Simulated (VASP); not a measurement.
# TaGe3W2 (P-3m1) in VASP: a series of runs

The runs below take TaGe3W2 through single point, relaxation of cell and atoms, with PBE.

Everything below comes from runs of VASP 6.6.1. Logs are shortened: lines on timing, memory, paths and dates and some standing lists are left out, and cuts for length are marked.

## (1) The cell of the first run

Symmetry: P-3m1, No. 164, trigonal system. The conventional cell has a = 5.939 Å, b = 5.939 Å, c = 3.896 Å, α = 90.00°, β = 90.00°, γ = 120.00°. Within 3.9 Å of Ta (site symmetry -3m) lie 6 Ge at 2.97 Å and 6 W at 3.51 Å and 2 Ta at 3.90 Å. Within 2.5 Å of Ge (site symmetry 2/m) lie 2 W at 1.87 Å. W (site symmetry 3m) has 3 Ge at 1.87 Å within 2.5 Å.

The cell was generated, and may not be a known phase.

## (2) Single point, PBE

Contents of INCAR:

```
SYSTEM = TaGe3W2
ALGO     = Normal         ! electronic algorithm
EDIFF    = 1E-6           ! SCF threshold, eV
ENCUT    = 520            ! plane-wave cutoff, eV
GGA      = PE             ! functional
ISIF     = 2              ! what is computed and relaxed
ISMEAR   = 0              ! smearing method
LASPH    = .TRUE.         ! aspherical terms in the spheres
LCHARG   = .TRUE.         ! write CHGCAR
LELF     = .TRUE.         ! ELF
LREAL    = .FALSE.        ! projectors in reciprocal space
LVHAR    = .TRUE.       
LWAVE    = .FALSE.        ! write WAVECAR
NBANDS   = 50             ! bands
NELM     = 80             ! most SCF steps
PREC     = Accurate       ! precision mode
SIGMA    = 0.1            ! smearing width, eV
```

Contents of KPOINTS:

```
k-points
0
G
  3 3 4
  0 0 0
```

Contents of POSCAR:

```
TaGe3W2
1.0
    5.9388386100      0.0000000000      0.0000000000
   -2.9694193100      5.1431851100      0.0000000000
    0.0000000000      0.0000000000      3.8962784000
Ta Ge W
1 3 2
Direct
    0.0000000000      0.0000000000      0.5000000000
    0.5000000000      0.0000000000      0.5000000000
    0.0000000000      0.5000000000      0.5000000000
    0.5000000000      0.5000000000      0.5000000000
    0.3333333300      0.6666666700      0.6925859300
    0.6666666700      0.3333333300      0.3074140700
```

Potentials or basis: VASP PAW PBE potentials, release 64 (Ta_pv, Ge_d, W_sv).

On the command line:

```
> cat potpaw_PBE.64/Ta_pv/POTCAR potpaw_PBE.64/Ge_d/POTCAR potpaw_PBE.64/W_sv/POTCAR > POTCAR
> mpirun -np 1 vasp_std > vasp.out
```

OUTCAR:

```text
SYSTEM = TaGe3W2
   EDIFF = 1E-6
   ENCUT = 520
   GGA = PE
   ISIF = 2
   ISMEAR = 0
   LASPH = .TRUE.
   LREAL = .FALSE.
   NELM = 80
   PREC = Accurate

 ion  position               nearest neighbor table
   1  0.000  0.000  0.500-   2 2.97   2 2.97   4 2.97   4 2.97   3 2.97   3 2.97   6 3.51   5 3.51
                             5 3.51   6 3.51   6 3.51   5 3.51
   2  0.500  0.000  0.500-   5 1.87   6 1.87   1 2.97   1 2.97
   3  0.000  0.500  0.500-   5 1.87   6 1.87   1 2.97   1 2.97
   4  0.500  0.500  0.500-   5 1.87   6 1.87   1 2.97   1 2.97
   5  0.333  0.667  0.693-   3 1.87   2 1.87   4 1.87   1 3.51   1 3.51   1 3.51
   6  0.667  0.333  0.307-   3 1.87   2 1.87   4 1.87   1 3.51   1 3.51   1 3.51

  LATTYP: Found a hexagonal cell.
 ALAT       =     5.9388386100
 C/A-ratio  =     0.6560673990

  Lattice vectors:

 A1 = (   5.9388386100,   0.0000000000,   0.0000000000)
 A2 = (  -2.9694193100,   5.1431851100,   0.0000000000)
 A3 = (   0.0000000000,   0.0000000000,   3.8962784000)

Analysis of symmetry for initial positions (statically):
=====================================================================
 Subroutine PRICEL returns:
 Original cell was already a primitive cell.

 Routine SETGRP: Setting up the symmetry group for a
 hexagonal supercell.

 Subroutine GETGRP returns: Found 12 space group operations
 (whereof 12 operations were pure point group operations)
 out of a pool of 24 trial point group operations.

The static configuration has the point symmetry D_3d.

Analysis of symmetry for dynamics (positions and initial velocities):
=====================================================================
 Subroutine PRICEL returns:
 Original cell was already a primitive cell.

 Routine SETGRP: Setting up the symmetry group for a
 hexagonal supercell.

 Subroutine GETGRP returns: Found 12 space group operations
 (whereof 12 operations were pure point group operations)
 out of a pool of 24 trial point group operations.

The dynamic configuration has the point symmetry D_3d.

 Subroutine INISYM returns: Found 12 space group operations
 (whereof 12 operations are pure point group operations),
 and found     1 'primitive' translations

----------------------------------------------------------------------------------------

                                     Primitive cell

  volume of cell :     119.0101

  direct lattice vectors                    reciprocal lattice vectors
     5.938838610  0.000000000  0.000000000     0.168383091  0.097216023  0.000000000
    -2.969419310  5.143185110  0.000000000     0.000000000  0.194432045  0.000000000
     0.000000000  0.000000000  3.896278400     0.000000000  0.000000000  0.256655171

  length of vectors
     5.938838610  5.938838617  3.896278400     0.194432045  0.194432045  0.256655171

  position of ions in fractional coordinates (direct lattice)
     0.000000000  0.000000000  0.500000000
     0.500000000  0.000000000  0.500000000
     0.000000000  0.500000000  0.500000000
     0.500000000  0.500000000  0.500000000
     0.333333330  0.666666670  0.692585930
     0.666666670  0.333333330  0.307414070

  ion indices of the primitive-cell ions
   primitive index   ion index
                 1           1
                 2           2
                 3           3
                 4           4
                 5           5
                 6           6

----------------------------------------------------------------------------------------

 KPOINTS: k-points

Automatic generation of k-mesh.
 Grid dimensions read from file:
 generate k-points for:    3    3    4

 Generating k-lattice:

  Cartesian coordinates                     Fractional coordinates (reciprocal lattice)
     0.056127697  0.032405341  0.000000000     0.333333333 -0.000000000  0.000000000
     0.000000000  0.064810682  0.000000000     0.000000000  0.333333333  0.000000000
     0.000000000  0.000000000  0.064163793     0.000000000  0.000000000  0.250000000

  Length of vectors
     0.064810682  0.064810682  0.064163793

  Shift w.r.t. Gamma in fractional coordinates (k-lattice)
     0.000000000  0.000000000  0.000000000

 Subroutine IBZKPT returns following result:
 ===========================================

 Found     10 irreducible k-points:

 Following reciprocal coordinates:
            Coordinates               Weight
  0.000000  0.000000  0.000000      1.000000
  0.333333  0.000000  0.000000      6.000000
  0.333333  0.333333  0.000000      2.000000
  0.000000  0.000000  0.250000      2.000000
  0.333333  0.000000  0.250000      6.000000
  0.000000  0.333333  0.250000      6.000000
  0.333333  0.333333  0.250000      4.000000
  0.000000  0.000000  0.500000      1.000000
  0.333333  0.000000  0.500000      6.000000
  0.333333  0.333333  0.500000      2.000000
   k-points           NKPTS =     10   k-points in BZ     NKDIM =     10   number of bands    NBANDS=     50
   number of dos      NEDOS =    301   number of ions     NIONS =      6
   total plane-waves  NPLWV =  69120
   dimension x,y,z NGX =    48 NGY =   48 NGZ =   30
   dimension x,y,z NGXF=    96 NGYF=   96 NGZF=   60
   ions per type =               1   3   2
   NGX,Y,Z   is equivalent  to a cutoff of  13.44, 13.44, 12.80 a.u.
   NGXF,Y,Z  is equivalent  to a cutoff of  26.87, 26.87, 25.60 a.u.
 SYSTEM =  TaGe3W2
   PREC   = accura    normal or accurate (medium, high low for compatibility)
   ISTART =      0    job   : 0-new  1-cont  2-samecut
   ICHARG =      2    charge: 1-file 2-atom 10-const
   ISPIN  =      1    spin polarized calculation?
   LNONCOLLINEAR =      F non collinear calculations
   LSORBIT =      F    spin-orbit coupling
   LASPH  =      T    aspherical Exc in radial PAW
   ENCUT  =  520.0 eV  38.22 Ry    6.18 a.u.  11.04 11.04  7.24*2*pi/ulx,y,z
   NELM   =     80;   NELMIN=  2; NELMDL= -5     # of ELM steps
   EDIFF  = 0.1E-05   stopping-criterion for ELM
   LREAL  =      F    real-space projection
[... 7 lines left out ...]
   TEBEG  =    0.0;   TEEND  =   0.0 temperature during run
   PSTRESS=    0.0 pullay stress
   NELECT =      81.0000    total number of electrons
   NUPDOWN=      -1.0000    fix difference up-down
   EMIN   =  10.00;   EMAX   =-10.00  energy-range for DOS
   EFERMI =   0.00;   METHOD = LEGACY
   ISMEAR =     0;   SIGMA  =   0.10  broadening in eV -4-tet -1-fermi 0-gaus
   EFERMI_NEDOS =   21; number of points for ismear=-14 and -15
   IALGO  =     38    algorithm
   IMIX   =      4    mixing-type and parameters
     AMIX     =   0.40;   BMIX     =  1.00
     AMIX_MAG =   1.60;   BMIX_MAG =  1.00
  volume/ion in A,a.u.               =      19.84       133.85
  Fermi-wavevector in a.u.,A,eV,Ry     =   1.440042  2.721286 28.214703  2.073722
  Thomas-Fermi vector in A             =   2.558831
   LORBIT       =      0    0 simple, 1 ext, 2 COOP (PROOUT), +10 PAW based schemes
   GGA     = PE    functional components
   LHFCALC =     F    Hartree Fock is set to
   AEXX    =    0.0000 exact exchange contribution
   IVDW    =     0    specifies the selected vdW correction
   LEPSILON=     F    determine dielectric tensor
   LRPA    =     F    only Hartree local field effects (RPA)
 non-spin polarized calculation
 Gauss-broadening in eV      SIGMA  =   0.10
  energy-cutoff  :      520.00
  volume of cell :      119.01
 maximum number of plane-waves:      3210
 NGX is ok and might be reduce to    48
   NGX = 23   NGY = 23   NGZ = 15

 number of electron      81.0000025 magnetization

 Free energy of the ion-electron system (eV)
  ---------------------------------------------------
  ext. energy  EPLUGINS =         0.00000000
  ---------------------------------------------------
  free energy    TOTEN  =       -14.41972395 eV

  energy without entropy =      -14.37562506  energy(sigma->0) =      -14.39767451

 E-fermi :   6.3200     XC(G=0): -11.0792

 val. band max:        6.3026081929   @ k =   0.0000   0.3333   0.2500
 cond. band min:       6.3656295349   @ k =   0.3333   0.3333   0.5000
 fundamental gap:      0.0630213420
 Fermi energy:         6.3200389069

 k-point     1 :       0.0000    0.0000    0.0000
  band No.  band energies     occupation
      1     -66.5177      2.00000
      2     -66.4875      2.00000
      3     -31.9706      2.00000
      4     -31.9706      2.00000
      5     -31.5693      2.00000
      6     -31.5693      2.00000
[... 42 lines left out ...]
     49       9.4468      0.00000
     50      10.9003      0.00000

 k-point     2 :       0.3333    0.0000    0.0000
  band No.  band energies     occupation
      1     -66.5113      2.00000
      2     -66.4939      2.00000
      3     -31.9621      2.00000
      4     -31.8930      2.00000
      5     -31.6796      2.00000
      6     -31.5788      2.00000
[... 42 lines left out ...]
     49      10.9395      0.00000
     50      11.2024      0.00000

 k-point     3 :       0.3333    0.3333    0.0000
  band No.  band energies     occupation
      1     -66.5026      2.00000
      2     -66.5026      2.00000
      3     -31.9523      2.00000
      4     -31.7927      2.00000
      5     -31.7927      2.00000
      6     -31.5889      2.00000
[... 42 lines left out ...]
     49      10.4261      0.00000
     50      10.4261      0.00000

 k-point     4 :       0.0000    0.0000    0.2500
  band No.  band energies     occupation
      1     -66.5174      2.00000
      2     -66.4874      2.00000
      3     -31.9679      2.00000
      4     -31.9679      2.00000
      5     -31.5702      2.00000
      6     -31.5702      2.00000
[... 257 lines left out ...]
 k-point     9 :       0.3333    0.0000    0.5000
  band No.  band energies     occupation
      1     -66.5109      2.00000
      2     -66.4936      2.00000
      3     -31.9564      2.00000
      4     -31.8902      2.00000
      5     -31.6827      2.00000
      6     -31.5811      2.00000
[... 42 lines left out ...]
     49      10.1755      0.00000
     50      10.4983      0.00000

 k-point    10 :       0.3333    0.3333    0.5000
  band No.  band energies     occupation
      1     -66.5023      2.00000
      2     -66.5023      2.00000
      3     -31.9462      2.00000
      4     -31.7933      2.00000
      5     -31.7933      2.00000
      6     -31.5917      2.00000
[... 42 lines left out ...]
     49      10.1524      0.00000
     50      10.7880      0.00000

------------------------ aborting loop because EDIFF is reached ----------------------------------------

  FORCE on cell =-STRESS in cart. coord.  units (eV):
  Direction    XX          YY          ZZ          XY          YZ          ZX
  --------------------------------------------------------------------------------------
  -------------------------------------------------------------------------------------
  Total      107.2721319    107.2721321     34.4266112     -0.0000001      0.0000000     -0.0000000
  in kB     1444.1550869   1444.1550896    463.4695410     -0.0000014      0.0000000     -0.0000000
  external PRESSURE =    1117.2599058 kB  Pullay stress =       0.0000000 kB

 VOLUME and BASIS-vectors are now :
 -----------------------------------------------------------------------------
  energy-cutoff  :      520.00
  volume of cell :      119.01
      direct lattice vectors                 reciprocal lattice vectors
     5.938838610  0.000000000  0.000000000     0.168383091  0.097216023  0.000000000
    -2.969419310  5.143185110  0.000000000     0.000000000  0.194432045  0.000000000
     0.000000000  0.000000000  3.896278400     0.000000000  0.000000000  0.256655171

 POSITION                                       TOTAL-FORCE (eV/Angst)
 -----------------------------------------------------------------------------------
      0.00000      0.00000      1.94814         0.000000      0.000000      0.000000
      2.96942      0.00000      1.94814         0.000000      0.000000      0.000000
     -1.48471      2.57159      1.94814         0.000000      0.000000      0.000000
      1.48471      2.57159      1.94814         0.000000      0.000000      0.000000
     -0.00000      3.42879      2.69851        -0.000000      0.000000     30.959556
      2.96942      1.71440      1.19777        -0.000000     -0.000000    -30.959556
 -----------------------------------------------------------------------------------
    total drift:                               -0.000000     -0.000000     -0.000000

  FREE ENERGIE OF THE ION-ELECTRON SYSTEM (eV)
  ---------------------------------------------------
  free  energy   TOTEN  =       -14.4197239520 eV

  energy  without entropy=      -14.3756250645  energy(sigma->0) =      -14.39767451
```

It took 45 s on 1 thread of AMD EPYC 9R45 (Zen 5), shared host; peak memory 0.24 GiB.

What came out:

| Property | Result |
| --- | --- |
| Free energy | -14.4197 eV |
| Pressure | 111.7 GPa |
| Largest force | 30.960 eV/Å |
| Band gap on the k mesh | zero (an odd number of electrons rules out a gap without spin polarisation) |

Forces on the atoms (eV/Å):
```
Ta    0.000   0.000   0.000
Ge    0.000   0.000   0.000
Ge    0.000   0.000   0.000
Ge    0.000   0.000   0.000
W     0.000   0.000  30.960
W     0.000   0.000 -30.960
```

Caveat: the k points lie up to 0.41 Å⁻¹ apart, too coarse for converged energies and pressures of a metal; atoms lie so close that the PAW spheres overlap strongly, which falsifies energies and pressures; spin-orbit coupling is left out, which moves the levels of the heavy elements; an odd number of electrons without spin polarisation forces a metal; a magnetic or distorted state may lie lower.

## (3) Relaxation of cell and atoms, PBE

Contents of INCAR:

```
PREC = Accurate
ENCUT = 600
EDIFF = 1E-6
ISMEAR = 0
SIGMA = 0.1
LREAL = False
LASPH = True
NELM = 60
ALGO = Normal
ISIF = 3
LWAVE = False
LCHARG = False
GGA = PE
IBRION = 2
NSW = 90
EDIFFG = -0.04
```

Contents of KPOINTS:

```
regular mesh
0
Gamma
  3 3 4
```

POSCAR is that of step 2.

Potentials or basis: VASP PAW PBE potentials, release 64 (Ta_pv, Ge_d, W_sv).

On the command line:

```
> cat potpaw_PBE.64/Ta_pv/POTCAR potpaw_PBE.64/Ge_d/POTCAR potpaw_PBE.64/W_sv/POTCAR > POTCAR
> mpirun -np 1 vasp_std > vasp.out
```

Wall time 18 min (1 thread of AMD EPYC 9R45 (Zen 5), shared host); peak memory 0.29 GiB.

Results (log left out):

```
Free energy                           : -46.5771 eV
Relaxed volume                        : 17.59 Å³/atom
Relaxed cell                          : a = 5.404 Å, b = 5.404 Å, c = 4.175 Å, α = 90.00°, β = 90.00°, γ = 120.00°
Space group after relaxing (to 0.1 Å) : P6/mmm (No. 191)
Pressure after relaxing               : -0.2 GPa
Largest force after relaxing          : 0.025 eV/Å
Band gap on the k mesh                : zero (an odd number of electrons rules out a gap without spin polarisation)
```

Forces in eV/Å, atoms in the order of the input:
```
Ta   0.000  0.000  0.000
Ge   0.000  0.000  0.000
Ge   0.000  0.000  0.000
Ge   0.000  0.000  0.000
W    0.000  0.000  0.025
W    0.000  0.000 -0.025
```

Stress tensor (GPa, compression positive):
```
-0.07  0.00  0.00
 0.00 -0.07  0.00
 0.00  0.00 -0.35
```

Final structure:
```
CELL_PARAMETERS angstrom
5.40358 0.00000 0.00000
-2.70179 4.67963 0.00000
0.00000 0.00000 4.17482
ATOMIC_POSITIONS crystal
Ta 0.00000 0.00000 0.50000
Ge 0.50000 0.00000 0.50000
Ge 0.00000 0.50000 0.50000
Ge 0.50000 0.50000 0.50000
W 0.33333 0.66667 0.99946
W 0.66667 0.33333 0.00054
```

Levels at points of the mesh, in eV from the Fermi level:
```csv
k point,band 37,band 38,band 39,band 40,band 41,band 42,band 43,band 44
"(0.00, 0.00, 0.00)",-1.36,-1.36,-1.05,-1.05,-0.29,0.24,0.52,0.52
"(0.00, 0.00, 0.50)",-2.61,-1.93,-1.11,0.37,0.37,0.95,1.36,1.49
```

Caveat: the k points lie up to 0.45 Å⁻¹ apart in the final cell, too coarse for converged energies and pressures of a metal; spin-orbit coupling is left out, which moves the levels of the heavy elements; an odd number of electrons without spin polarisation forces a metal; a magnetic or distorted state may lie lower.

The gap in the log of VASP goes by the Fermi energy; the results here count the filled bands.